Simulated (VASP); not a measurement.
# Mg (P6_3/mmc) in VASP: single point with PBE

Aim: the single point of Mg with PBE.

Everything below comes from runs of VASP 6.6.1. Logs are shortened: lines on timing, memory, paths and dates and some standing lists are left out, and cuts for length are marked.

## Step 1: The cell of the first run

It takes space group P6_3/mmc (No. 194, hexagonal). The conventional cell has a = 3.272 Å, b = 3.272 Å, c = 5.313 Å, α = 90.00°, β = 90.00°, γ = 120.00°. Mg (site symmetry -6m2) has 12 Mg at 3.26 to 3.27 Å within 4.3 Å.

## Step 2: Single point, PBE (24.63 Å³/atom)

The input, INCAR:

```
SYSTEM = Mg
PREC = Accurate
ENCUT = 520
EDIFF = 1E-6
ISMEAR = -1
SIGMA = 0.05
LREAL = .False.
LASPH = .True.
NELM = 100
ALGO = Normal
ISIF = 2
LWAVE = .False.
LCHARG = .False.
GGA = PE
NBANDS = 9
```

The input, KPOINTS:

```
regular mesh
0
Gamma
  12 12 7
  0 0 0
```

The input, POSCAR:

```
Mg
1.0
    3.2722144052      0.0000000000      0.0000000000
   -1.6361072025      2.8338208015      0.0000000000
    0.0000000000      0.0000000000      5.3125192770
Mg
2
Direct
    0.3333333333      0.6666666667      0.2500000000
    0.6666666667      0.3333333333      0.7500000000
```

Potentials or basis: VASP PAW PBE potentials, release 64 (Mg).

On the command line:

```
cat potpaw_PBE.64/Mg/POTCAR > POTCAR
mpirun -np 1 vasp_std > vasp.out
```

OUTCAR:

```text
SYSTEM = Mg
   PREC = Accurate
   ENCUT = 520
   EDIFF = 1E-6
   ISMEAR = -1
   LREAL = .False.
   LASPH = .True.
   NELM = 100
   ISIF = 2
   GGA = PE

 ion  position               nearest neighbor table
   1  0.333  0.667  0.250-   2 3.26   2 3.26   2 3.26   2 3.26   2 3.26   2 3.26
   2  0.667  0.333  0.750-   1 3.26   1 3.26   1 3.26   1 3.26   1 3.26   1 3.26

  LATTYP: Found a hexagonal cell.
 ALAT       =     3.2722144052
 C/A-ratio  =     1.6235242008

  Lattice vectors:

 A1 = (   3.2722144052,   0.0000000000,   0.0000000000)
 A2 = (  -1.6361072025,   2.8338208015,   0.0000000000)
 A3 = (   0.0000000000,   0.0000000000,   5.3125192770)

Analysis of symmetry for initial positions (statically):
=====================================================================
 Subroutine PRICEL returns:
 Original cell was already a primitive cell.

 Routine SETGRP: Setting up the symmetry group for a
 hexagonal supercell.

 Subroutine GETGRP returns: Found 24 space group operations
 (whereof 12 operations were pure point group operations)
 out of a pool of 24 trial point group operations.

The static configuration has the point symmetry D_3d.
 The point group associated with its full space group is D_6h.

Analysis of symmetry for dynamics (positions and initial velocities):
=====================================================================
 Subroutine PRICEL returns:
 Original cell was already a primitive cell.

 Routine SETGRP: Setting up the symmetry group for a
 hexagonal supercell.

 Subroutine GETGRP returns: Found 24 space group operations
 (whereof 12 operations were pure point group operations)
 out of a pool of 24 trial point group operations.

The dynamic configuration has the point symmetry D_3d.
 The point group associated with its full space group is D_6h.

 Subroutine INISYM returns: Found 24 space group operations
 (whereof 12 operations are pure point group operations),
 and found     1 'primitive' translations

----------------------------------------------------------------------------------------

                                     Primitive cell

  volume of cell :      49.2623

  direct lattice vectors                    reciprocal lattice vectors
     3.272214405  0.000000000  0.000000000     0.305603447  0.176440232  0.000000000
    -1.636107203  2.833820801  0.000000000     0.000000000  0.352880464  0.000000000
     0.000000000  0.000000000  5.312519277     0.000000000  0.000000000  0.188234611

  length of vectors
     3.272214405  3.272214405  5.312519277     0.352880464  0.352880464  0.188234611

  position of ions in fractional coordinates (direct lattice)
     0.333333333  0.666666667  0.250000000
     0.666666667  0.333333333  0.750000000

  ion indices of the primitive-cell ions
   primitive index   ion index
                 1           1
                 2           2

----------------------------------------------------------------------------------------

 KPOINTS: regular mesh

Automatic generation of k-mesh.
 Grid dimensions read from file:
 generate k-points for:   12   12    7

 Generating k-lattice:

  Cartesian coordinates                     Fractional coordinates (reciprocal lattice)
     0.025466954  0.014703353  0.000000000     0.083333333  0.000000000  0.000000000
     0.000000000  0.029406705  0.000000000     0.000000000  0.083333333  0.000000000
     0.000000000  0.000000000  0.026890659     0.000000000  0.000000000  0.142857143

  Length of vectors
     0.029406705  0.029406705  0.026890659

  Shift w.r.t. Gamma in fractional coordinates (k-lattice)
     0.000000000  0.000000000  0.000000000

 Subroutine IBZKPT returns following result:
 ===========================================

 Found     76 irreducible k-points:

 Following reciprocal coordinates:
            Coordinates               Weight
  0.000000  0.000000  0.000000      1.000000
  0.083333  0.000000  0.000000      6.000000
  0.166667  0.000000  0.000000      6.000000
  0.250000  0.000000  0.000000      6.000000
  0.333333  0.000000  0.000000      6.000000
  0.416667  0.000000  0.000000      6.000000
[... 16 lines left out ...]
  0.250000  0.000000  0.142857     12.000000
  0.333333  0.000000  0.142857     12.000000
 [... further k-points ...]
   k-points           NKPTS =     76   k-points in BZ     NKDIM =     76   number of bands    NBANDS=      9
   number of dos      NEDOS =    301   number of ions     NIONS =      2
   total plane-waves  NPLWV =  23040
   dimension x,y,z NGX =    24 NGY =   24 NGZ =   40
   dimension x,y,z NGXF=    48 NGYF=   48 NGZF=   80
   ions per type =               2
   NGX,Y,Z   is equivalent  to a cutoff of  12.19, 12.19, 12.52 a.u.
   NGXF,Y,Z  is equivalent  to a cutoff of  24.39, 24.39, 25.03 a.u.
 SYSTEM =  Mg
   PREC   = accura    normal or accurate (medium, high low for compatibility)
   ISTART =      0    job   : 0-new  1-cont  2-samecut
   ICHARG =      2    charge: 1-file 2-atom 10-const
   ISPIN  =      1    spin polarized calculation?
   LNONCOLLINEAR =      F non collinear calculations
   LSORBIT =      F    spin-orbit coupling
   LASPH  =      T    aspherical Exc in radial PAW
   ENCUT  =  520.0 eV  38.22 Ry    6.18 a.u.   6.08  6.08  9.88*2*pi/ulx,y,z
   NELM   =    100;   NELMIN=  2; NELMDL= -5     # of ELM steps
   EDIFF  = 0.1E-05   stopping-criterion for ELM
   LREAL  =      F    real-space projection
   EDIFFG = 0.1E-04   stopping-criterion for IOM
   NSW    =      0    number of steps for IOM
   IBRION =     -1    ionic relax: 0-MD 1-quasi-New 2-CG
   NFREE  =      0    steps in history (QN), initial steepest desc. (CG)
   ISIF   =      2    stress and relaxation
   ISYM   =      2    0-nonsym 1-usesym 2-fastsym
   POTIM  = 0.5000    time-step for ionic-motion
   TEBEG  =    0.0;   TEEND  =   0.0 temperature during run
   PSTRESS=    0.0 pullay stress
   NELECT =       4.0000    total number of electrons
   NUPDOWN=      -1.0000    fix difference up-down
   EMIN   =  10.00;   EMAX   =-10.00  energy-range for DOS
   EFERMI =   0.00;   METHOD = LEGACY
   ISMEAR =    -1;   SIGMA  =   0.05  broadening in eV -4-tet -1-fermi 0-gaus
   EFERMI_NEDOS =   21; number of points for ismear=-14 and -15
   IALGO  =     38    algorithm
   IMIX   =      4    mixing-type and parameters
     AMIX     =   0.40;   BMIX     =  1.00
     AMIX_MAG =   1.60;   BMIX_MAG =  1.00
  volume/ion in A,a.u.               =      24.63       166.22
  Fermi-wavevector in a.u.,A,eV,Ry     =   0.708908  1.339642  6.837617  0.502551
  Thomas-Fermi vector in A             =   1.795349
   LORBIT       =      0    0 simple, 1 ext, 2 COOP (PROOUT), +10 PAW based schemes
   GGA     = PE    functional components
   LHFCALC =     F    Hartree Fock is set to
   AEXX    =    0.0000 exact exchange contribution
   IVDW    =     0    specifies the selected vdW correction
   LEPSILON=     F    determine dielectric tensor
   LRPA    =     F    only Hartree local field effects (RPA)
 non-spin polarized calculation
  energy-cutoff  :      520.00
  volume of cell :       49.26
 maximum number of plane-waves:      1350
   NGX = 13   NGY = 13   NGZ = 19

 number of electron       4.0000000 magnetization

 Free energy of the ion-electron system (eV)
  ---------------------------------------------------
  ext. energy  EPLUGINS =         0.00000000
  ---------------------------------------------------
  free energy    TOTEN  =        -2.98820564 eV

  energy without entropy =       -2.98017574  energy(sigma->0) =       -2.98419069

 E-fermi :   2.2321     XC(G=0):  -8.2763

 val. band max:        2.2109673524   @ k =   0.3333   0.1667   0.1429
 cond. band min:       2.2702114220   @ k =   0.2500   0.0833   0.0000
 fundamental gap:      0.0592440697
 Fermi energy:         2.2320654907

 k-point     1 :       0.0000    0.0000    0.0000
  band No.  band energies     occupation
      1      -4.3573      2.00000
      2       0.7090      2.00000
      3       1.0302      2.00000
      4      12.7869      0.00000
      5      12.7869      0.00000
      6      12.8126      0.00000
      7      12.8126      0.00000
      8      13.7072      0.00000
      9      15.0614      0.00000

 k-point     2 :       0.0833    0.0000    0.0000
  band No.  band energies     occupation
      1      -4.2269      2.00000
      2       0.8290      2.00000
      3       1.1578      2.00000
      4      10.5701      0.00000
      5      11.5761      0.00000
      6      12.3989      0.00000
      7      14.2210      0.00000
      8      14.5234      0.00000
      9      15.1010      0.00000

 k-point     3 :       0.1667    0.0000    0.0000
  band No.  band energies     occupation
      1      -3.8367      2.00000
      2       1.1891      2.00000
      3       1.5368      2.00000
      4       8.1433      0.00000
      5      10.5746      0.00000
      6      11.2690      0.00000
      7      12.7372      0.00000
      8      13.3947      0.00000
      9      15.0909      0.00000

 k-point     4 :       0.2500    0.0000    0.0000
  band No.  band energies     occupation
      1      -3.1898      2.00000
      2       1.7896      1.99971
      3       2.1489      1.68159
      4       5.8953      0.00000
      5       9.7972      0.00000
      6      10.0367      0.00000
      7      10.4866      0.00000
      8      11.8147      0.00000
      9      14.2479      0.00000
[... 205 lines left out ...]
 k-point    22 :       0.1667    0.0000    0.1429
  band No.  band energies     occupation
      1      -3.7282      2.00000
      2      -0.0027      2.00000
      3       2.9165      0.00000
      4       8.2387      0.00000
      5      10.6671      0.00000
      6      11.1167      0.00000
      7      11.9950      0.00000
      8      13.5335      0.00000
      9      13.9114      0.00000

 k-point    23 :       0.2500    0.0000    0.1429
  band No.  band energies     occupation
      1      -3.0819      2.00000
      2       0.6170      2.00000
      3       3.4965      0.00000
      4       6.0058      0.00000
      5       9.2629      0.00000
      6       9.8900      0.00000
      7      10.7796      0.00000
      8      12.4548      0.00000
      9      13.1567      0.00000

 k-point    24 :       0.3333    0.0000    0.1429
  band No.  band energies     occupation
      1      -2.1839      2.00000
      2       1.4664      2.00000
      3       3.6864      0.00000
      4       4.6096      0.00000
      5       7.3364      0.00000
      6       9.3360      0.00000
      7       9.6355      0.00000
      8      11.0692      0.00000
      9      12.5986      0.00000

 [... further k-points ...]

------------------------ aborting loop because EDIFF is reached ----------------------------------------

  FORCE on cell =-STRESS in cart. coord.  units (eV):
  Direction    XX          YY          ZZ          XY          YZ          ZX
  --------------------------------------------------------------------------------------
  -------------------------------------------------------------------------------------
  Total       -0.6427377     -0.6427377     -0.8911775     -0.0000000      0.0000000      0.0000000
  in kB      -20.9040158    -20.9040158    -28.9841207     -0.0000000      0.0000000      0.0000000
  external PRESSURE =     -23.5973841 kB  Pullay stress =       0.0000000 kB

 VOLUME and BASIS-vectors are now :
 -----------------------------------------------------------------------------
  energy-cutoff  :      520.00
  volume of cell :       49.26
      direct lattice vectors                 reciprocal lattice vectors
     3.272214405  0.000000000  0.000000000     0.305603447  0.176440232  0.000000000
    -1.636107203  2.833820801  0.000000000     0.000000000  0.352880464  0.000000000
     0.000000000  0.000000000  5.312519277     0.000000000  0.000000000  0.188234611

 POSITION                                       TOTAL-FORCE (eV/Angst)
 -----------------------------------------------------------------------------------
     -0.00000      1.88921      1.32813        -0.000000      0.000000      0.000000
      1.63611      0.94461      3.98439         0.000000     -0.000000      0.000000
 -----------------------------------------------------------------------------------
    total drift:                                0.000000     -0.000000      0.000000

  FREE ENERGIE OF THE ION-ELECTRON SYSTEM (eV)
  ---------------------------------------------------
  free  energy   TOTEN  =        -2.9882056434 eV

  energy  without entropy=       -2.9801757363  energy(sigma->0) =       -2.98419069
```

Wall time 18 s (1 thread of Intel Xeon 8259CL, shared host); peak memory 0.17 GiB.

What came out:

```
Free energy            : -2.9882 eV
Pressure               : -2.4 GPa
Band gap on the k mesh : zero (bands 2 and 3 overlap by 2.23 eV)
```
